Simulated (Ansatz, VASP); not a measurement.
**Ta2W: VASP beside Ansatz**

```
CELL_PARAMETERS angstrom
2.87529 0.00000 0.00000
-0.95843 2.71085 0.00000
0.00000 0.00000 20.69530
ATOMIC_POSITIONS crystal
W 0.00000 0.00000 0.39040
Ta 0.50000 0.50000 0.50000
Ta 0.00000 0.00000 0.60960
```

Alike in both runs: task single point; functional PBE; k mesh 13 × 13 × 1; occupations fermi-dirac, width 0.1 eV; no spin polarisation.

|  | VASP | Ansatz |
| --- | --- | --- |
| version | VASP 6.6.1 | Ansatz 0.2.0 |
| potentials or method | VASP PAW PBE potentials, release 64 (W_sv, Ta_pv) | PAW with Ansatz's default frozen-core files, scalar-relativistic |
| plane-wave cutoff (eV) | 400 | 420 |
| valence electrons in the cell | 36 | 40 |

```tsv
	VASP	Ansatz	Ansatz less VASP
rms of the force components (eV/Å)	0.373	0.378	+0.0047
```

Atom by atom the forces differ by 0.005 eV/Å (rms over components). VASP's potentials hold 36 valence electrons a cell and Ansatz's 40, so a difference there can come from the potentials and not from the codes.

Spin-orbit coupling is off throughout.
